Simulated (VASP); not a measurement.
# As2H in VASP: further runs, part 2 of 2

VASP 6.6.1.

## Step 3: Single point, PBE+D3(BJ), collinear spin, ferromagnetic start

INCAR

```
  ALGO = Normal
  DIPOL = 0.5 0.5 0.289
  EDIFF = 1E-6
  ENCUT = 520
  GGA = PE
  IDIPOL = 3
  ISIF = 2
  ISMEAR = 0
  ISPIN = 2
  IVDW = 12
  LASPH = T
  LCHARG = F
  LDIPOL = T
  LORBIT = 11
  LREAL = F
  LWAVE = F
  MAGMOM = 0 0 1
  NBANDS = 16
  NELM = 150
  PREC = Accurate
  SIGMA = 0.05
```

KPOINTS

```
k-points
0
Gamma
  9 9 1
```

POSCAR

```
As2H
1.0
    3.5713387681      0.0000000000      0.0000000000
   -1.7856693841      3.0928700987      0.0000000000
    0.0000000000      0.0000000000     18.3976402524
As H
2 1
Direct
    0.3333333333      0.6666666667      0.2933876398
    0.6666666667      0.3333333333      0.2174191877
    0.6666666667      0.6666666667      0.3564392043
```

Potentials or basis: VASP PAW PBE potentials, release 64 (As, H).

Run with:

```
cat potpaw_PBE.64/As/POTCAR potpaw_PBE.64/H/POTCAR > POTCAR
mpirun -np 1 vasp_std > vasp.out
```

OUTCAR:

```text
EDIFF = 1E-6
   ENCUT = 520
   GGA = PE
   ISIF = 2
   ISMEAR = 0
   ISPIN = 2
   IVDW = 12
   LASPH = T
   LORBIT = 11
   LREAL = F
   NELM = 150
   PREC = Accurate
 IVDW          = 12

 ion  position               nearest neighbor table
   1  0.333  0.667  0.293-   3 1.66   2 2.49   2 2.49   2 2.49
   2  0.667  0.333  0.217-   1 2.49   1 2.49   1 2.49
   3  0.667  0.667  0.356-   1 1.66

  LATTYP: Found a hexagonal cell.
 ALAT       =     3.5713387681
 C/A-ratio  =     5.1514688040

  Lattice vectors:

 A1 = (   3.5713387681,   0.0000000000,   0.0000000000)
 A2 = (  -1.7856693841,   3.0928700987,   0.0000000000)
 A3 = (   0.0000000000,   0.0000000000,  18.3976402524)

Analysis of symmetry for initial positions (statically):
=====================================================================
 Subroutine PRICEL returns:
 Original cell was already a primitive cell.

 Routine SETGRP: Setting up the symmetry group for a
 hexagonal supercell.

[... 1115 lines left out ...]
 vacuum level on the upper side and lower side of the slab       (xc-potential included)        -0.014         0.013

 Edisp (eV)   -0.49710

 E8    (eV) :    -0.2149

  FORCE on cell =-STRESS in cart. coord.  units (eV):
  Direction    XX          YY          ZZ          XY          YZ          ZX
  --------------------------------------------------------------------------------------
  -------------------------------------------------------------------------------------
  Total       0.07762     0.34305     1.04711     0.96410     1.41199     0.71044
  in kB       0.61198     2.70464     8.25560     7.60112    11.13239     5.60120
  external pressure =        3.86 kB  Pullay stress =        0.00 kB

 VOLUME and BASIS-vectors are now :
 -----------------------------------------------------------------------------
  energy-cutoff  :      520.00
  volume of cell :      203.21
      direct lattice vectors                 reciprocal lattice vectors
     3.571338768  0.000000000  0.000000000     0.280007041  0.161662140  0.000000000
    -1.785669384  3.092870099  0.000000000     0.000000000  0.323324281  0.000000000
     0.000000000  0.000000000 18.397640252     0.000000000  0.000000000  0.054354797

 POSITION                                       TOTAL-FORCE (eV/Angst)
 -----------------------------------------------------------------------------------
     -0.00000      2.06191      5.39764         0.787025      0.224538      0.740260
      1.78567      1.03096      4.00000        -0.634769     -0.653903     -0.751502
      1.19045      2.06191      6.55764        -0.152256      0.429365      0.011242
 -----------------------------------------------------------------------------------
    total drift:                               -0.000053     -0.000028     -0.000063

  FREE ENERGIE OF THE ION-ELECTRON SYSTEM (eV)
  ---------------------------------------------------
  free  energy   TOTEN  =       -11.8063892579 eV

  energy  without entropy=      -11.8031940413  energy(sigma->0) =      -11.80479165

 vacuum level on the upper side and lower side of the slab         2.158         2.185

 total charge

# of ion       s       p       d       tot
------------------------------------------
    1        1.261   1.413   0.074   2.748
    2        1.303   1.360   0.046   2.709
    3        0.489   0.013   0.000   0.502
--------------------------------------------------
tot          3.053   2.786   0.120   5.958

 magnetization (x)

# of ion       s       p       d       tot
------------------------------------------
    1        0.009   0.004   0.003   0.016
    2        0.002   0.039   0.001   0.041
    3        0.016   0.000   0.000   0.016
--------------------------------------------------
tot          0.027   0.043   0.004   0.074
```

OSZICAR:

```text
N       E                     dE             d eps       ncg     rms          rms(c)
DAV:   1     0.575746156678E+02    0.57575E+02   -0.32253E+03  2624   0.465E+02
DAV:   2    -0.452411051871E+01   -0.62099E+02   -0.56595E+02  3848   0.897E+01
DAV:   3    -0.102368782555E+02   -0.57128E+01   -0.56645E+01  3352   0.313E+01
[... 18 lines left out ...]
DAV:  22    -0.113092737168E+02   -0.52780E-04   -0.25789E-06  3264   0.679E-03    0.127E-03
DAV:  23    -0.113092876477E+02   -0.13931E-04   -0.11898E-06  3232   0.446E-03    0.719E-04
DAV:  24    -0.113092905782E+02   -0.29306E-05   -0.32381E-07  3064   0.268E-03    0.460E-04
DAV:  25    -0.113092929796E+02   -0.24014E-05   -0.14558E-07  3184   0.213E-03    0.280E-04
DAV:  26    -0.113092936007E+02   -0.62110E-06   -0.10907E-07  2936   0.178E-03
   1 F= -.11806389E+02 E0= -.11804792E+02  d E =-.319522E-02  mag=     0.1574
```

It took 8 min on 1 thread of AMD EPYC 7R43 (Zen 3), shared host; peak memory 0.48 GiB.

Results:

```yaml
Free_energy: -11.8064 eV
Largest_force: 1.181 eV/Å
Net_moment: 0.16 μB per cell
Site_moments: As +0.02, +0.04; H +0.02 μB
Valence_electrons_inside_the_program's_atomic_spheres: As 2.75, 2.71; H 0.50
Dispersion_energy_per_atom: -0.166 eV
```

Forces on the atoms (eV/Å):
```
As   0.787  0.225  0.740
As  -0.635 -0.654 -0.752
H   -0.152  0.429  0.011
```

## Step 4: Single point, PBE+D3(BJ), collinear spin, ferromagnetic start

INCAR

```
ALGO = Normal
DIPOL = 0.5 0.5 0.327
EDIFF = 1E-7
ENCUT = 520
GGA = PE
IDIPOL = 3
ISIF = 2
ISMEAR = 0
ISPIN = 2
IVDW = 12
LASPH = T
LCHARG = T
LDIPOL = T
LELF = T
LORBIT = 11
LREAL = F
LVACPOTAV = T
LVHAR = T
LWAVE = F
MAGMOM = 0 0 1
NBANDS = 16
NELM = 150
PREC = Accurate
SIGMA = 0.05
```

KPOINTS is that of step 3.

Edit POSCAR of step 3 so:

```diff
@@ -10,2 +10,2 @@
     0.6666666667      0.3333333333      0.2174191877
-    0.6666666667      0.6666666667      0.3564392043
+    0.6666666667      0.6666666667      0.4700407299
```

Run with:

```
cat potpaw_PBE.64/As/POTCAR potpaw_PBE.64/H/POTCAR > POTCAR
mpirun -np 1 vasp_std > vasp.out
```

It took 8.5 min on 1 thread of AMD EPYC 7R43 (Zen 3), shared host; peak memory 0.49 GiB.

The run converged. Its results:

- Free energy: -10.9129 eV
- Largest force: 0.123 eV/Å
- Band gap on the k mesh: 1.49 eV, indirect (least direct gap 1.84 eV)
- Net moment: 1.00 μB per cell
- Site moments: As +0.01; H +0.38 μB
- Valence electrons inside the program's atomic spheres: As 2.72; H 0.38
- Dispersion energy per atom: -0.155 eV

Forces on the atoms (eV/Å):
```
As   0.001  0.001  0.123
As  -0.004  0.000 -0.083
H    0.003 -0.001 -0.040
```

Levels at points of the mesh, in eV from the valence-band top:
Spin up:
| k point | band 3 | band 4 | band 5 | band 6 | band 7 | band 8 | band 9 | band 10 |
| --- | --- | --- | --- | --- | --- | --- | --- | --- |
| (0.00, 0.00, 0.00) | -2.94 | -0.55 | -0.01 | -0.01 | 2.09 | 3.51 | 3.51 | 4.80 |
Spin down:
```csv
k point,band 1,band 2,band 3,band 4,band 5,band 6,band 7,band 8,band 9,band 10
"(0.00, 0.00, 0.00)",-13.68,-7.28,-0.77,0.00,0.00,1.84,2.83,3.52,3.52,4.89
```
